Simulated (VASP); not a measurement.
# SiAg (P4/nmm) in VASP: notebook

The runs below take SiAg through single point, relaxation of cell and atoms, with PBE+D3(BJ).

All numbers are computed with VASP 6.6.1; they aren't measurements. Logs are shortened: lines on timing, memory, paths and dates and some standing lists are left out, and cuts for length are marked.

### Step 1. The cell of the first run

Symmetry: P4/nmm, No. 129, tetragonal system. The conventional cell has a = 4.230 Å, b = 4.230 Å, c = 5.606 Å, α = 90.00°, β = 90.00°, γ = 90.00°. Si (site symmetry 4mm) has 4 Ag at 2.42 Å within 3.2 Å. Ag (site symmetry -4m2) has 4 Si at 2.42 Å and 4 Ag at 2.99 Å within 3.2 Å.

### Step 2. Single point, PBE+D3(BJ)

Input file INCAR:

```
SYSTEM = SiAg
  PREC = Accurate
  ENCUT = 520
  EDIFF = 1E-6
  ISMEAR = 0
  SIGMA = 0.1
  LREAL = .False.
  LASPH = .True.
  NELM = 60
  ALGO = Normal
  ISIF = 2
  LWAVE = .False.
  LCHARG = .True.
  GGA = PE
  IVDW = 12
  LELF = .True.
  LVHAR = .True.
  NBANDS = 23
```

Input file KPOINTS:

```
regular mesh
0
Gamma
  4 4 4
  0 0 0
```

Input file POSCAR:

```
SiAg
1.0
    4.2298039000      0.0000000000      0.0000000000
    0.0000000000      4.2298039000      0.0000000000
    0.0000000000      0.0000000000      5.6061514500
Si Ag
2 2
Direct
    0.5000000000      0.0000000000      0.7889682900
    0.0000000000      0.5000000000      0.2110317100
    0.5000000000      0.5000000000      0.0000000000
    0.0000000000      0.0000000000      0.0000000000
```

Potentials or basis: VASP PAW PBE potentials, release 64 (Si, Ag).

Started as:

```
$ cat potpaw_PBE.64/Si/POTCAR potpaw_PBE.64/Ag/POTCAR > POTCAR
$ mpirun -np 1 vasp_std > vasp.out
```

OUTCAR:

```text
SYSTEM = SiAg
   PREC = Accurate
   ENCUT = 520
   EDIFF = 1E-6
   ISMEAR = 0
   LREAL = .False.
   LASPH = .True.
   NELM = 60
   ISIF = 2
   GGA = PE
   IVDW = 12
 IVDW          = 12

 ion  position               nearest neighbor table
   1  0.500  0.000  0.789-   3 2.42   4 2.42   3 2.42   4 2.42
   2  0.000  0.500  0.211-   3 2.42   4 2.42   4 2.42   3 2.42
   3  0.500  0.500  0.000-   1 2.42   2 2.42   1 2.42   2 2.42   4 2.99   4 2.99   4 2.99   4 2.99

   4  0.000  0.000  0.000-   1 2.42   2 2.42   2 2.42   1 2.42   3 2.99   3 2.99   3 2.99   3 2.99

  LATTYP: Found a simple tetragonal cell.
 ALAT       =     4.2298039000
 C/A-ratio  =     1.3253927564

  Lattice vectors:

 A1 = (   4.2298039000,   0.0000000000,   0.0000000000)
 A2 = (   0.0000000000,   4.2298039000,   0.0000000000)
 A3 = (   0.0000000000,   0.0000000000,   5.6061514500)

Analysis of symmetry for initial positions (statically):
=====================================================================
 Subroutine PRICEL returns:
 Original cell was already a primitive cell.

 Routine SETGRP: Setting up the symmetry group for a
 simple tetragonal supercell.

 Subroutine GETGRP returns: Found 16 space group operations
 (whereof  8 operations were pure point group operations)
 out of a pool of 16 trial point group operations.

The static configuration has the point symmetry D_2d.
 The point group associated with its full space group is D_4h.

Analysis of symmetry for dynamics (positions and initial velocities):
=====================================================================
 Subroutine PRICEL returns:
 Original cell was already a primitive cell.

 Routine SETGRP: Setting up the symmetry group for a
 simple tetragonal supercell.

 Subroutine GETGRP returns: Found 16 space group operations
 (whereof  8 operations were pure point group operations)
 out of a pool of 16 trial point group operations.

The dynamic configuration has the point symmetry D_2d.
 The point group associated with its full space group is D_4h.

 Subroutine INISYM returns: Found 16 space group operations
 (whereof  8 operations are pure point group operations),
 and found     1 'primitive' translations

----------------------------------------------------------------------------------------

                                     Primitive cell

  volume of cell :     100.3010

  direct lattice vectors                    reciprocal lattice vectors
     4.229803900  0.000000000  0.000000000     0.236417580  0.000000000  0.000000000
     0.000000000  4.229803900  0.000000000     0.000000000  0.236417580  0.000000000
     0.000000000  0.000000000  5.606151450     0.000000000  0.000000000  0.178375488

  length of vectors
     4.229803900  4.229803900  5.606151450     0.236417580  0.236417580  0.178375488

  position of ions in fractional coordinates (direct lattice)
     0.500000000  0.000000000  0.788968290
     0.000000000  0.500000000  0.211031710
     0.500000000  0.500000000  0.000000000
     0.000000000  0.000000000  0.000000000

  ion indices of the primitive-cell ions
   primitive index   ion index
                 1           1
                 2           2
                 3           3
                 4           4

----------------------------------------------------------------------------------------

 KPOINTS: regular mesh

Automatic generation of k-mesh.
 Grid dimensions read from file:
 generate k-points for:    4    4    4

 Generating k-lattice:

  Cartesian coordinates                     Fractional coordinates (reciprocal lattice)
     0.059104395  0.000000000  0.000000000     0.250000000  0.000000000  0.000000000
     0.000000000  0.059104395  0.000000000     0.000000000  0.250000000  0.000000000
     0.000000000  0.000000000  0.044593872     0.000000000  0.000000000  0.250000000

  Length of vectors
     0.059104395  0.059104395  0.044593872

  Shift w.r.t. Gamma in fractional coordinates (k-lattice)
     0.000000000  0.000000000  0.000000000

 Subroutine IBZKPT returns following result:
 ===========================================

 Found     18 irreducible k-points:

 Following reciprocal coordinates:
            Coordinates               Weight
  0.000000  0.000000  0.000000      1.000000
  0.250000  0.000000  0.000000      4.000000
  0.500000  0.000000  0.000000      2.000000
  0.250000  0.250000  0.000000      4.000000
  0.500000  0.250000  0.000000      4.000000
  0.500000  0.500000  0.000000      1.000000
[... 10 lines left out ...]
  0.500000  0.250000  0.500000      4.000000
  0.500000  0.500000  0.500000      1.000000
   k-points           NKPTS =     18   k-points in BZ     NKDIM =     18   number of bands    NBANDS=     23
   number of dos      NEDOS =    301   number of ions     NIONS =      4
   total plane-waves  NPLWV =  43008
   dimension x,y,z NGX =    32 NGY =   32 NGZ =   42
   dimension x,y,z NGXF=    64 NGYF=   64 NGZF=   84
   ions per type =               2   2
   NGX,Y,Z   is equivalent  to a cutoff of  12.58, 12.58, 12.45 a.u.
   NGXF,Y,Z  is equivalent  to a cutoff of  25.15, 25.15, 24.91 a.u.
 SYSTEM =  SiAg
   PREC   = accura    normal or accurate (medium, high low for compatibility)
   ISTART =      0    job   : 0-new  1-cont  2-samecut
   ICHARG =      2    charge: 1-file 2-atom 10-const
   ISPIN  =      1    spin polarized calculation?
   LNONCOLLINEAR =      F non collinear calculations
   LSORBIT =      F    spin-orbit coupling
   LASPH  =      T    aspherical Exc in radial PAW
   ENCUT  =  520.0 eV  38.22 Ry    6.18 a.u.   7.86  7.86 10.42*2*pi/ulx,y,z
   NELM   =     60;   NELMIN=  2; NELMDL= -5     # of ELM steps
   EDIFF  = 0.1E-05   stopping-criterion for ELM
   LREAL  =      F    real-space projection
   EDIFFG = 0.1E-04   stopping-criterion for IOM
   NSW    =      0    number of steps for IOM
   IBRION =     -1    ionic relax: 0-MD 1-quasi-New 2-CG
   NFREE  =      0    steps in history (QN), initial steepest desc. (CG)
   ISIF   =      2    stress and relaxation
   ISYM   =      2    0-nonsym 1-usesym 2-fastsym
   POTIM  = 0.5000    time-step for ionic-motion
   TEBEG  =    0.0;   TEEND  =   0.0 temperature during run
   PSTRESS=    0.0 pullay stress
   NELECT =      30.0000    total number of electrons
   NUPDOWN=      -1.0000    fix difference up-down
   EMIN   =  10.00;   EMAX   =-10.00  energy-range for DOS
   EFERMI =   0.00;   METHOD = LEGACY
   ISMEAR =     0;   SIGMA  =   0.10  broadening in eV -4-tet -1-fermi 0-gaus
   EFERMI_NEDOS =   21; number of points for ismear=-14 and -15
   IALGO  =     38    algorithm
   IMIX   =      4    mixing-type and parameters
     AMIX     =   0.40;   BMIX     =  1.00
     AMIX_MAG =   1.60;   BMIX_MAG =  1.00
  volume/ion in A,a.u.               =      25.08       169.22
  Fermi-wavevector in a.u.,A,eV,Ry     =   1.094830  2.068929 16.308670  1.198653
  Thomas-Fermi vector in A             =   2.231142
   LORBIT       =      0    0 simple, 1 ext, 2 COOP (PROOUT), +10 PAW based schemes
   GGA     = PE    functional components
   LHFCALC =     F    Hartree Fock is set to
   AEXX    =    0.0000 exact exchange contribution
   IVDW    =    12    specifies the selected vdW correction
   LEPSILON=     F    determine dielectric tensor
   LRPA    =     F    only Hartree local field effects (RPA)
 non-spin polarized calculation
 Gauss-broadening in eV      SIGMA  =   0.10
  energy-cutoff  :      520.00
  volume of cell :      100.30
 maximum number of plane-waves:      2724
 NGX is ok and might be reduce to    32
   NGX = 15   NGY = 15   NGZ = 21

 number of electron      29.9999997 magnetization

 Free energy of the ion-electron system (eV)
  ---------------------------------------------------
  ext. energy  EPLUGINS =         0.00000000
  ---------------------------------------------------
  free energy    TOTEN  =       -12.76367766 eV

  energy without entropy =      -12.75236980  energy(sigma->0) =      -12.75802373

 E-fermi :   3.9259     XC(G=0):  -8.9734

 val. band max:        3.8727486024   @ k =   0.0000   0.0000   0.2500
 cond. band min:       3.9502757951   @ k =   0.2500   0.0000   0.0000
 fundamental gap:      0.0775271927
 Fermi energy:         3.9258654359

 k-point     1 :       0.0000    0.0000    0.0000
  band No.  band energies     occupation
      1      -5.9306      2.00000
      2      -4.7818      2.00000
      3      -2.6867      2.00000
      4      -2.2807      2.00000
      5      -2.2807      2.00000
      6      -1.9970      2.00000
[... 15 lines left out ...]
     22      10.3411      0.00000
     23      11.0735      0.00000

 k-point     2 :       0.2500    0.0000    0.0000
  band No.  band energies     occupation
      1      -5.4956      2.00000
      2      -4.6223      2.00000
      3      -2.5245      2.00000
      4      -2.2390      2.00000
      5      -2.0782      2.00000
      6      -1.7513      2.00000
[... 15 lines left out ...]
     22      10.4576      0.00000
     23      11.4935      0.00000

 k-point     3 :       0.5000    0.0000    0.0000
  band No.  band energies     occupation
      1      -4.6964      2.00000
      2      -4.6964      2.00000
      3      -2.0462      2.00000
      4      -2.0462      2.00000
      5      -1.7378      2.00000
      6      -1.7378      2.00000
[... 15 lines left out ...]
     22      11.8787      0.00000
     23      11.9932      0.00000

 k-point     4 :       0.2500    0.2500    0.0000
  band No.  band energies     occupation
      1      -5.1123      2.00000
      2      -4.4493      2.00000
      3      -2.7015      2.00000
      4      -2.0449      2.00000
      5      -1.9205      2.00000
      6      -1.8839      2.00000
[... 15 lines left out ...]
     22      10.8619      0.00000
     23      11.7174      0.00000

 k-point     5 :       0.5000    0.2500    0.0000
  band No.  band energies     occupation
      1      -4.4516      2.00000
      2      -4.4516      2.00000
      3      -2.5289      2.00000
      4      -2.5289      2.00000
      5      -1.9738      2.00000
      6      -1.9738      2.00000
[... 15 lines left out ...]
     22      10.8719      0.00000
     23      11.7482      0.00000

 k-point     6 :       0.5000    0.5000    0.0000
  band No.  band energies     occupation
      1      -4.1823      2.00000
      2      -4.1823      2.00000
      3      -2.8182      2.00000
      4      -2.8182      2.00000
      5      -1.9310      2.00000
      6      -1.9310      2.00000
[... 15 lines left out ...]
     22       9.5192      0.00000
     23      14.6568      0.00000

 k-point     7 :       0.0000    0.0000    0.2500
  band No.  band energies     occupation
      1      -5.8733      2.00000
      2      -4.8167      2.00000
      3      -2.6864      2.00000
      4      -2.2896      2.00000
      5      -2.2896      2.00000
      6      -1.9080      2.00000
[... 197 lines left out ...]
     22      11.0516      0.00000
     23      11.4452      0.00000

 k-point    15 :       0.5000    0.0000    0.5000
  band No.  band energies     occupation
      1      -4.6698      2.00000
      2      -4.6698      2.00000
      3      -2.0478      2.00000
      4      -2.0478      2.00000
      5      -1.7526      2.00000
      6      -1.7526      2.00000
[... 15 lines left out ...]
     22      10.9156      0.00000
     23      11.4564      0.00000

 k-point    16 :       0.2500    0.2500    0.5000
  band No.  band energies     occupation
      1      -5.0172      2.00000
      2      -4.5056      2.00000
      3      -2.7157      2.00000
      4      -2.0824      2.00000
      5      -1.9212      2.00000
      6      -1.9008      2.00000
[... 15 lines left out ...]
     22      11.3957      0.00000
     23      11.4872      0.00000

 k-point    17 :       0.5000    0.2500    0.5000
  band No.  band energies     occupation
      1      -4.4391      2.00000
      2      -4.4391      2.00000
      3      -2.5304      2.00000
      4      -2.5304      2.00000
      5      -1.9796      2.00000
      6      -1.9796      2.00000
[... 15 lines left out ...]
     22      10.9993      0.00000
     23      12.2766      0.00000

 k-point    18 :       0.5000    0.5000    0.5000
  band No.  band energies     occupation
      1      -4.1934      2.00000
      2      -4.1934      2.00000
      3      -2.8050      2.00000
      4      -2.8050      2.00000
      5      -1.9363      2.00000
      6      -1.9363      2.00000
[... 15 lines left out ...]
     22      12.4677      0.00000
     23      12.8092      0.00000

------------------------ aborting loop because EDIFF is reached ----------------------------------------

 Edisp (eV)   -1.22860

 E8    (eV) :    -0.5183

  FORCE on cell =-STRESS in cart. coord.  units (eV):
  Direction    XX          YY          ZZ          XY          YZ          ZX
  --------------------------------------------------------------------------------------
  -------------------------------------------------------------------------------------
  Total       4.46998     4.46998     1.67603     0.00000     0.00000     0.00000
  in kB      71.40201    71.40201    26.77246     0.00000     0.00000     0.00000
  external pressure =       56.53 kB  Pullay stress =        0.00 kB

 VOLUME and BASIS-vectors are now :
 -----------------------------------------------------------------------------
  energy-cutoff  :      520.00
  volume of cell :      100.30
      direct lattice vectors                 reciprocal lattice vectors
     4.229803900  0.000000000  0.000000000     0.236417580  0.000000000  0.000000000
     0.000000000  4.229803900  0.000000000     0.000000000  0.236417580  0.000000000
     0.000000000  0.000000000  5.606151450     0.000000000  0.000000000  0.178375488

 POSITION                                       TOTAL-FORCE (eV/Angst)
 -----------------------------------------------------------------------------------
      2.11490      0.00000      4.42308        -0.000000     -0.000000     -1.609703
      0.00000      2.11490      1.18308        -0.000000      0.000000      1.609703
      2.11490      2.11490      0.00000         0.000000      0.000000      0.000000
      0.00000      0.00000      0.00000        -0.000000     -0.000000      0.000000
 -----------------------------------------------------------------------------------
    total drift:                                0.000000     -0.000000     -0.000000

  FREE ENERGIE OF THE ION-ELECTRON SYSTEM (eV)
  ---------------------------------------------------
  free  energy   TOTEN  =       -13.9922819225 eV

  energy  without entropy=      -13.9809740650  energy(sigma->0) =      -13.98662799
```

It took 53 s on 1 thread of AMD EPYC 7R43 (Zen 3), shared host; peak memory 0.18 GiB.

Results:

| Item | Value |
| --- | --- |
| Free energy | -13.9923 eV |
| Pressure | 5.7 GPa |
| Largest force | 1.610 eV/Å |
| Band gap on the k mesh | zero (bands 15 and 16 overlap by 2.32 eV) |
| Dispersion energy per atom | -0.307 eV |

Forces on the atoms (eV/Å):
```
Si   0.000  0.000 -1.610
Si   0.000  0.000  1.610
Ag   0.000  0.000  0.000
Ag   0.000  0.000  0.000
```

Stress tensor (GPa, compression positive):
```
7.14 0.00 0.00
0.00 7.14 0.00
0.00 0.00 2.68
```

Levels at points of the mesh, in eV from the Fermi level:
```
           k point  band 12  band 13  band 14  band 15  band 16  band 17  band 18  band 19
(0.00, 0.00, 0.00)    -4.06    -0.92    -0.92    -0.61     3.13     3.42     3.42     3.88
(0.50, 0.00, 0.00)    -5.16    -1.46    -1.46     1.25     1.25     1.71     1.71     4.64
(0.50, 0.50, 0.00)    -4.61    -2.25    -2.25     0.07     0.07     0.37     0.37     5.28
(0.00, 0.00, 0.50)    -4.06    -0.76    -0.76     0.54     2.33     2.94     2.94     3.45
(0.50, 0.00, 0.50)    -4.99    -2.32    -2.32     1.83     1.83     2.59     2.59     4.50
(0.50, 0.50, 0.50)    -4.51    -2.06    -2.06    -0.49    -0.49    -0.37    -0.37     6.95
```

Caveat: the k points lie up to 0.37 Å⁻¹ apart, too coarse for converged energies and pressures of a metal; forces of over 1 eV/Å act on the atoms, so gaps and moduli don't describe the material at rest.

(Continued in part 2 of 2.)

The gap in the log of VASP goes by the Fermi energy; the results here count the filled bands.